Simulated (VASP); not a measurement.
# Cu3O2 (I4/mmm) in VASP: a series of runs

Aim: see how the results for Cu3O2 move with the level of theory and the settings. Levels: LDA, PBEsol, PBE, revPBE. Tasks: single point.

Everything below comes from runs of VASP 6.6.1. Logs are shortened: lines on timing, memory, paths and dates and some standing lists are left out, and cuts for length are marked.

**1. The cell of the first run**

Symmetry: I4/mmm, No. 139, tetragonal system. The conventional cell has a = 3.910 Å, b = 3.910 Å, c = 7.182 Å, α = 90.00°, β = 90.00°, γ = 90.00°. Within 2.7 Å of Cu (site symmetry 4/mmm) lie 4 O at 1.96 Å and 8 Cu at 2.65 Å. Within 2.4 Å of Cu (site symmetry -4m2) lie 2 O at 1.80 Å. O (site symmetry mmm) has 4 Cu at 1.80 to 1.96 Å within 2.4 Å.

**2. Single point, LDA**

INCAR

```
PREC = Accurate
ENCUT = 520
EDIFF = 1E-6
ISMEAR = -1
SIGMA = 0.05
LREAL = F
LASPH = T
NELM = 100
ALGO = Normal
ISIF = 2
LWAVE = F
LCHARG = T
GGA = CA
LELF = T
LVHAR = T
NBANDS = 30
```

KPOINTS

```
Automatic mesh
0
Gamma
  9 9 9
```

POSCAR

```
Cu3O2
1.0
   -1.9550592132      1.9550592132      3.5908404347
    1.9550592132     -1.9550592132      3.5908404347
    1.9550592132      1.9550592132     -3.5908404347
Cu O
3 2
Direct
    0.0000000000      0.0000000000      0.0000000000
    0.7500000000      0.2500000000      0.5000000000
    0.2500000000      0.7500000000      0.5000000000
    0.5000000000      0.0000000000      0.5000000000
    0.0000000000      0.5000000000      0.5000000000
```

Potentials or basis: VASP PAW LDA potentials, release 64 (Cu, O).

Run with:

```console
> cat potpaw_LDA.64/Cu/POTCAR potpaw_LDA.64/O/POTCAR > POTCAR
> mpirun -np 1 vasp_std > vasp.out
```

OUTCAR:

```text
PREC = Accurate
   ENCUT = 520
   EDIFF = 1E-6
   ISMEAR = -1
   LREAL = F
   LASPH = T
   NELM = 100
   ISIF = 2
   GGA = CA

 ion  position               nearest neighbor table
   1  0.000  0.000  0.000-   4 1.96   5 1.96   5 1.96   4 1.96   2 2.65   3 2.65   2 2.65   3 2.65
                             2 2.65   2 2.65   3 2.65   3 2.65
   2  0.750  0.250  0.500-   4 1.80   5 1.80   1 2.65   1 2.65   1 2.65   1 2.65   3 2.76   3 2.76
                             3 2.76   3 2.76
   3  0.250  0.750  0.500-   4 1.80   5 1.80   1 2.65   1 2.65   1 2.65   1 2.65   2 2.76   2 2.76
                             2 2.76   2 2.76
   4  0.500  0.000  0.500-   2 1.80   3 1.80   1 1.96   1 1.96
   5  0.000  0.500  0.500-   2 1.80   3 1.80   1 1.96   1 1.96

  LATTYP: Found a body centered tetragonal cell.
 ALAT       =     3.9101184264
 C/A-ratio  =     1.8366913956

  Lattice vectors:

 A1 = (  -1.9550592132,   1.9550592132,   3.5908404347)
 A2 = (   1.9550592132,  -1.9550592132,   3.5908404347)
 A3 = (   1.9550592132,   1.9550592132,  -3.5908404347)

Analysis of symmetry for initial positions (statically):
=====================================================================
 Subroutine PRICEL returns:
 Original cell was already a primitive cell.

 Routine SETGRP: Setting up the symmetry group for a
 body centered tetragonal supercell.

 Subroutine GETGRP returns: Found 16 space group operations
 (whereof 16 operations were pure point group operations)
 out of a pool of 16 trial point group operations.

The static configuration has the point symmetry D_4h.

Analysis of symmetry for dynamics (positions and initial velocities):
=====================================================================
 Subroutine PRICEL returns:
 Original cell was already a primitive cell.

 Routine SETGRP: Setting up the symmetry group for a
 body centered tetragonal supercell.

 Subroutine GETGRP returns: Found 16 space group operations
 (whereof 16 operations were pure point group operations)
 out of a pool of 16 trial point group operations.

The dynamic configuration has the point symmetry D_4h.

 Subroutine INISYM returns: Found 16 space group operations
 (whereof 16 operations are pure point group operations),
 and found     1 'primitive' translations

----------------------------------------------------------------------------------------

                                     Primitive cell

  volume of cell :      54.9005

  direct lattice vectors                    reciprocal lattice vectors
    -1.955059213  1.955059213  3.590840435     0.000000000  0.255746730  0.139243169
     1.955059213 -1.955059213  3.590840435     0.255746730  0.000000000  0.139243169
     1.955059213  1.955059213 -3.590840435     0.255746730  0.255746730  0.000000000

  length of vectors
     4.531958526  4.531958526  4.531958526     0.291195896  0.291195896  0.361680494

  position of ions in fractional coordinates (direct lattice)
     0.000000000  0.000000000  0.000000000
     0.750000000  0.250000000  0.500000000
     0.250000000  0.750000000  0.500000000
     0.500000000  0.000000000  0.500000000
     0.000000000  0.500000000  0.500000000

  ion indices of the primitive-cell ions
   primitive index   ion index
                 1           1
                 2           2
                 3           3
                 4           4
                 5           5

----------------------------------------------------------------------------------------

 KPOINTS: Automatic mesh

Automatic generation of k-mesh.
 Grid dimensions read from file:
 generate k-points for:    9    9    9

 Generating k-lattice:

  Cartesian coordinates                     Fractional coordinates (reciprocal lattice)
     0.000000000  0.028416303  0.015471463     0.111111111  0.000000000  0.000000000
     0.028416303  0.000000000  0.015471463     0.000000000  0.111111111  0.000000000
     0.028416303  0.028416303  0.000000000     0.000000000  0.000000000  0.111111111

  Length of vectors
     0.032355100  0.032355100  0.040186722

  Shift w.r.t. Gamma in fractional coordinates (k-lattice)
     0.000000000  0.000000000  0.000000000

 Subroutine IBZKPT returns following result:
 ===========================================

 Found     75 irreducible k-points:

 Following reciprocal coordinates:
            Coordinates               Weight
  0.000000  0.000000  0.000000      1.000000
  0.111111  0.000000 -0.000000      8.000000
  0.222222  0.000000 -0.000000      8.000000
  0.333333  0.000000 -0.000000      8.000000
  0.444444  0.000000 -0.000000      8.000000
  0.111111  0.111111 -0.000000      8.000000
[... 16 lines left out ...]
 -0.333333  0.333333  0.000000      4.000000
  0.444444  0.444444 -0.000000      8.000000
 [... further k-points ...]
   k-points           NKPTS =     75   k-points in BZ     NKDIM =     75   number of bands    NBANDS=     30
   number of dos      NEDOS =    301   number of ions     NIONS =      5
   total plane-waves  NPLWV =  46656
   dimension x,y,z NGX =    36 NGY =   36 NGZ =   36
   dimension x,y,z NGXF=    72 NGYF=   72 NGZF=   72
   ions per type =               3   2
   NGX,Y,Z   is equivalent  to a cutoff of  13.21, 13.21, 13.21 a.u.
   NGXF,Y,Z  is equivalent  to a cutoff of  26.41, 26.41, 26.41 a.u.
 SYSTEM =  unknown system
   PREC   = accura    normal or accurate (medium, high low for compatibility)
   ISTART =      0    job   : 0-new  1-cont  2-samecut
   ICHARG =      2    charge: 1-file 2-atom 10-const
   ISPIN  =      1    spin polarized calculation?
   LNONCOLLINEAR =      F non collinear calculations
   LSORBIT =      F    spin-orbit coupling
   LASPH  =      T    aspherical Exc in radial PAW
   ENCUT  =  520.0 eV  38.22 Ry    6.18 a.u.   8.43  8.43  8.43*2*pi/ulx,y,z
   NELM   =    100;   NELMIN=  2; NELMDL= -5     # of ELM steps
   EDIFF  = 0.1E-05   stopping-criterion for ELM
   LREAL  =      F    real-space projection
   EDIFFG = 0.1E-04   stopping-criterion for IOM
   NSW    =      0    number of steps for IOM
   IBRION =     -1    ionic relax: 0-MD 1-quasi-New 2-CG
   NFREE  =      0    steps in history (QN), initial steepest desc. (CG)
   ISIF   =      2    stress and relaxation
   ISYM   =      2    0-nonsym 1-usesym 2-fastsym
   POTIM  = 0.5000    time-step for ionic-motion
   TEBEG  =    0.0;   TEEND  =   0.0 temperature during run
   PSTRESS=    0.0 pullay stress
   NELECT =      45.0000    total number of electrons
   NUPDOWN=      -1.0000    fix difference up-down
   EMIN   =  10.00;   EMAX   =-10.00  energy-range for DOS
   EFERMI =   0.00;   METHOD = LEGACY
   ISMEAR =    -1;   SIGMA  =   0.05  broadening in eV -4-tet -1-fermi 0-gaus
   EFERMI_NEDOS =   21; number of points for ismear=-14 and -15
   IALGO  =     38    algorithm
   IMIX   =      4    mixing-type and parameters
     AMIX     =   0.40;   BMIX     =  1.00
     AMIX_MAG =   1.60;   BMIX_MAG =  1.00
  volume/ion in A,a.u.               =      10.98        74.10
  Fermi-wavevector in a.u.,A,eV,Ry     =   1.532100  2.895249 31.937356  2.347329
  Thomas-Fermi vector in A             =   2.639353
   LORBIT       =      0    0 simple, 1 ext, 2 COOP (PROOUT), +10 PAW based schemes
   GGA     = CA    functional components
   LHFCALC =     F    Hartree Fock is set to
   AEXX    =    0.0000 exact exchange contribution
   IVDW    =     0    specifies the selected vdW correction
   LEPSILON=     F    determine dielectric tensor
   LRPA    =     F    only Hartree local field effects (RPA)
 non-spin polarized calculation
  energy-cutoff  :      520.00
  volume of cell :       54.90
 maximum number of plane-waves:      1494
 NGX is ok and might be reduce to    36
   NGX = 17   NGY = 17   NGZ = 17

 number of electron      44.9999978 magnetization

 Free energy of the ion-electron system (eV)
  ---------------------------------------------------
  ext. energy  EPLUGINS =         0.00000000
  ---------------------------------------------------
  free energy    TOTEN  =       -27.24212618 eV

  energy without entropy =      -27.22706607  energy(sigma->0) =      -27.23459613

 E-fermi :   5.1449     XC(G=0): -12.1657

 val. band max:        5.1164793465   @ k =  -0.3333   0.4444   0.2222
 cond. band min:       5.1656602504   @ k =  -0.3333  -0.3333   0.1111
 fundamental gap:      0.0491809039
 Fermi energy:         5.1448569420

 k-point     1 :       0.0000    0.0000    0.0000
  band No.  band energies     occupation
      1     -14.4077      2.00000
      2     -12.8532      2.00000
      3      -2.0480      2.00000
      4      -1.0779      2.00000
      5      -1.0779      2.00000
      6      -0.3969      2.00000
[... 22 lines left out ...]
     29      16.2238      0.00000
     30      16.3560      0.00000

 k-point     2 :       0.1111    0.0000   -0.0000
  band No.  band energies     occupation
      1     -14.3534      2.00000
      2     -12.8886      2.00000
      3      -2.0282      2.00000
      4      -1.1936      2.00000
      5      -1.0271      2.00000
      6      -0.5505      2.00000
[... 22 lines left out ...]
     29      15.8040      0.00000
     30      17.1420      0.00000

 k-point     3 :       0.2222    0.0000   -0.0000
  band No.  band energies     occupation
      1     -14.1988      2.00000
      2     -12.9945      2.00000
      3      -1.9685      2.00000
      4      -1.4854      2.00000
      5      -0.8789      2.00000
      6      -0.8410      2.00000
[... 22 lines left out ...]
     29      15.9995      0.00000
     30      16.9554      0.00000

 k-point     4 :       0.3333    0.0000   -0.0000
  band No.  band energies     occupation
      1     -13.9703      2.00000
      2     -13.1671      2.00000
      3      -1.8708      2.00000
      4      -1.8102      2.00000
      5      -1.1438      2.00000
      6      -0.6512      2.00000
[... 616 lines left out ...]
     29      15.8533      0.00000
     30      16.3881      0.00000

 k-point    23 :      -0.3333    0.3333    0.0000
  band No.  band energies     occupation
      1     -13.8446      2.00000
      2     -13.0960      2.00000
      3      -2.5520      2.00000
      4      -2.4415      2.00000
      5      -1.1178      2.00000
      6      -0.6756      2.00000
[... 22 lines left out ...]
     29      15.6796      0.00000
     30      16.1347      0.00000

 k-point    24 :       0.4444    0.4444   -0.0000
  band No.  band energies     occupation
      1     -13.6091      2.00000
      2     -13.2135      2.00000
      3      -2.8537      2.00000
      4      -2.6686      2.00000
      5      -1.1980      2.00000
      6      -1.0551      2.00000
[... 22 lines left out ...]
     29      16.1021      0.00000
     30      16.3812      0.00000

 [... further k-points ...]

------------------------ aborting loop because EDIFF is reached ----------------------------------------

  FORCE on cell =-STRESS in cart. coord.  units (eV):
  Direction    XX          YY          ZZ          XY          YZ          ZX
  --------------------------------------------------------------------------------------
  -------------------------------------------------------------------------------------
  Total        0.2109953      0.2109953      0.8164207      0.0000000      0.0000000      0.0000000
  in kB        6.1575418      6.1575418     23.8258652      0.0000000      0.0000000      0.0000000
  external PRESSURE =      12.0469829 kB  Pullay stress =       0.0000000 kB

 VOLUME and BASIS-vectors are now :
 -----------------------------------------------------------------------------
  energy-cutoff  :      520.00
  volume of cell :       54.90
      direct lattice vectors                 reciprocal lattice vectors
    -1.955059213  1.955059213  3.590840435     0.000000000  0.255746730  0.139243169
     1.955059213 -1.955059213  3.590840435     0.255746730  0.000000000  0.139243169
     1.955059213  1.955059213 -3.590840435     0.255746730  0.255746730  0.000000000

 POSITION                                       TOTAL-FORCE (eV/Angst)
 -----------------------------------------------------------------------------------
      0.00000      0.00000      0.00000        -0.000000     -0.000000     -0.000000
      0.00000      1.95506      1.79542        -0.000000     -0.000000      0.000000
      1.95506      0.00000      1.79542         0.000000      0.000000     -0.000000
      0.00000      1.95506      0.00000        -0.000000     -0.000000     -0.000000
      1.95506      0.00000      0.00000        -0.000000     -0.000000     -0.000000
 -----------------------------------------------------------------------------------
    total drift:                                0.000000      0.000000      0.000000

  FREE ENERGIE OF THE ION-ELECTRON SYSTEM (eV)
  ---------------------------------------------------
  free  energy   TOTEN  =       -27.2421261765 eV

  energy  without entropy=      -27.2270660744  energy(sigma->0) =      -27.23459613
```

Run time: 7.6 min. Hardware: 1 thread of Intel Xeon 8259CL, shared host; peak memory 0.21 GiB.

What came out:

| Item | Value |
| --- | --- |
| Free energy | -27.2421 eV |
| Pressure | 1.2 GPa |
| Band gap on the k mesh | zero (an odd number of electrons rules out a gap without spin polarisation) |

Levels at points of the mesh, in eV from the Fermi level:
| k point | band 20 | band 21 | band 22 | band 23 | band 24 | band 25 | band 26 | band 27 |
| --- | --- | --- | --- | --- | --- | --- | --- | --- |
| (0.00, 0.00, 0.00) | -1.63 | -0.93 | -0.93 | 0.44 | 0.66 | 5.19 | 5.19 | 7.28 |

With open d or f shells a metallic result of LDA can be an artefact of self-interaction; +U or a hybrid may open a gap.

**3. Single point, PBEsol**

This run uses another cell than the first one, of 11.44 Å³/atom.

INCAR

```
ALGO     = Normal         # electronic algorithm
EDIFF    = 1E-6           # SCF threshold, eV
ENCUT    = 520            # plane-wave cutoff, eV
GGA      = PS             # functional
ISIF     = 2              # what is computed and relaxed
ISMEAR   = -1             # smearing method
LASPH    = True           # aspherical terms in the spheres
LCHARG   = False          # write CHGCAR
LREAL    = False          # projectors in reciprocal space
LWAVE    = False          # write WAVECAR
NBANDS   = 30             # bands
NELM     = 100            # most SCF steps
PREC     = Accurate       # precision mode
SIGMA    = 0.05           # smearing width, eV
```

KPOINTS

```
k-points
0
Gamma
  9 9 9
```

POSCAR: that of step 2 with these lines changed.

```diff
@@ -2,5 +2,5 @@
 1.0
-   -1.9550592132      1.9550592132      3.5908404347
-    1.9550592132     -1.9550592132      3.5908404347
-    1.9550592132      1.9550592132     -3.5908404347
+   -1.9847828141      1.9847828141      3.6307117110
+    1.9847828141     -1.9847828141      3.6307117110
+    1.9847828141      1.9847828141     -3.6307117110
 Cu O
```

Potentials or basis: VASP PAW PBE potentials, release 64 (Cu, O).

Run with:

```console
> cat potpaw_PBE.64/Cu/POTCAR potpaw_PBE.64/O/POTCAR > POTCAR
> mpirun -np 1 vasp_std > vasp.out
```

It took 7.8 min on 1 thread of Intel Xeon 8259CL, shared host; peak memory 0.24 GiB.

Results (log left out):

- Free energy: -24.9909 eV
- Pressure: 0.9 GPa
- Band gap on the k mesh: zero (an odd number of electrons rules out a gap without spin polarisation)

Stress tensor (GPa, compression positive):
```
0.47 0.00 0.00
0.00 0.47 0.00
0.00 0.00 1.71
```

Levels at points of the mesh, in eV from the Fermi level:
| k point | band 19 | band 20 | band 21 | band 22 | band 23 | band 24 | band 25 | band 26 | band 27 | band 28 |
| --- | --- | --- | --- | --- | --- | --- | --- | --- | --- | --- |
| (0.00, 0.00, 0.00) | -1.72 | -1.54 | -0.86 | -0.86 | 0.43 | 0.53 | 5.15 | 5.15 | 7.12 | 7.35 |

Caveat: the PAW data sets were made with another functional, which shifts forces and pressure a little.

**4. Single point, PBE**

This run uses another cell than the first one, of 12.14 Å³/atom.

INCAR

```
SYSTEM = Cu3O2
PREC = Accurate ; ENCUT = 520
EDIFF = 1E-6 ; ISMEAR = -1
SIGMA = 0.05 ; LREAL = .FALSE.
LASPH = .TRUE. ; NELM = 80
ALGO = Normal ; ISIF = 2
LWAVE = .FALSE. ; LCHARG = .FALSE.
GGA = PE ; NBANDS = 30
```

KPOINTS

```
regular mesh
0
G
  9 9 9
  0 0 0
```

POSCAR: that of step 3 with these lines changed.

```diff
@@ -2,5 +2,5 @@
 1.0
-   -1.9847828141      1.9847828141      3.6307117110
-    1.9847828141     -1.9847828141      3.6307117110
-    1.9847828141      1.9847828141     -3.6307117110
+   -2.0333701494      2.0333701494      3.6701244757
+    2.0333701494     -2.0333701494      3.6701244757
+    2.0333701494      2.0333701494     -3.6701244757
 Cu O
```

Run with:

```console
> cat potpaw_PBE.64/Cu/POTCAR potpaw_PBE.64/O/POTCAR > POTCAR
> mpirun -np 1 vasp_std > vasp.out
```

Run time: 7.6 min. Hardware: 1 thread of Intel Xeon 8259CL, shared host; peak memory 0.24 GiB.

Results (log left out):

```yaml
Free_energy: -22.7103 eV
Pressure: 0.8 GPa
Band_gap_on_the_k_mesh: zero (an odd number of electrons rules out a gap without spin polarisation)
```

Stress tensor (GPa, compression positive):
```
0.35 0.00 0.00
0.00 0.35 0.00
0.00 0.00 1.61
```

Levels at points of the mesh, in eV from the Fermi level:
```csv
k point,band 19,band 20,band 21,band 22,band 23,band 24,band 25,band 26,band 27,band 28
"(0.00, 0.00, 0.00)",-1.62,-1.47,-0.75,-0.75,0.39,0.49,5.19,5.19,6.93,7.23
```

**5. Single point, revPBE**

This run uses another cell than the first one, of 12.53 Å³/atom.

INCAR

```
SYSTEM = Cu3O2
PREC     = Accurate       ! precision mode
ENCUT    = 520            ! plane-wave cutoff, eV
EDIFF    = 1E-6           ! SCF threshold, eV
ISMEAR   = -1             ! smearing method
SIGMA    = 0.05           ! smearing width, eV
LREAL    = .FALSE.        ! projectors in reciprocal space
LASPH    = .TRUE.         ! aspherical terms in the spheres
NELM     = 60             ! most SCF steps
ALGO     = Normal         ! electronic algorithm
ISIF     = 2              ! what is computed and relaxed
LWAVE    = .FALSE.        ! write WAVECAR
LCHARG   = .FALSE.        ! write CHGCAR
GGA      = RE             ! functional
NBANDS   = 30             ! bands
```

KPOINTS is that of step 4.

POSCAR: that of step 4 with these lines changed.

```diff
@@ -2,5 +2,5 @@
 1.0
-   -2.0333701494      2.0333701494      3.6701244757
-    2.0333701494     -2.0333701494      3.6701244757
-    2.0333701494      2.0333701494     -3.6701244757
+   -2.0603869804      2.0603869804      3.6897137033
+    2.0603869804     -2.0603869804      3.6897137033
+    2.0603869804      2.0603869804     -3.6897137033
 Cu O
```

Run with:

```console
> cat potpaw_PBE.64/Cu/POTCAR potpaw_PBE.64/O/POTCAR > POTCAR
> mpirun -np 1 vasp_std > vasp.out
```

Wall time 7.4 min (1 thread of Intel Xeon 8259CL, shared host); peak memory 0.24 GiB.

Results (log left out):

| Quantity | Value |
| --- | --- |
| Free energy | -20.9277 eV |
| Pressure | 0.7 GPa |
| Band gap on the k mesh | zero (an odd number of electrons rules out a gap without spin polarisation) |

Stress tensor (GPa, compression positive):
```
0.36 0.00 0.00
0.00 0.36 0.00
0.00 0.00 1.51
```

Levels at points of the mesh, in eV from the Fermi level:
| k point | band 21 | band 22 | band 23 | band 24 | band 25 | band 26 |
| --- | --- | --- | --- | --- | --- | --- |
| (0.00, 0.00, 0.00) | -0.69 | -0.69 | 0.37 | 0.46 | 5.20 | 5.20 |

Caveat: the PAW data sets were made with another functional, which shifts forces and pressure a little. With open d or f shells a metallic result of revPBE can be an artefact of self-interaction; +U or a hybrid may open a gap.

**6. Summary**

| level | potentials or basis | cell | gap on the mesh (eV) | pressure (GPa) |
| --- | --- | --- | --- | --- |
| LDA | VASP PAW LDA potentials, release 64 (Cu, O) | a = 4.532 Å, angles 128.9, 128.9, 75.2°, 5 atoms | none | 1.2 |
| PBEsol | VASP PAW PBE potentials, release 64 (Cu, O) | a = 4.589 Å, angles 128.7, 128.7, 75.4°, 5 atoms | none | 0.9 |
| PBE | VASP PAW PBE potentials, release 64 (Cu, O) | a = 4.663 Å, angles 128.3, 128.3, 76.2°, 5 atoms | none | 0.8 |
| revPBE | VASP PAW PBE potentials, release 64 (Cu, O) | a = 4.702 Å, angles 128.0, 128.0, 76.6°, 5 atoms | none | 0.7 |

Alike in all rows: task single point; no spin polarisation; k mesh 9 × 9 × 9; cutoff (eV) 520; smearing fermi-dirac 0.05 eV.

Caveats: the PAW data sets were made with another functional, which shifts forces and pressure a little (at least some runs).

Total energies depend on the potentials used, so only differences within one code and one set of settings carry meaning.

The gap in the log of VASP goes by the Fermi energy; the results here count the filled bands.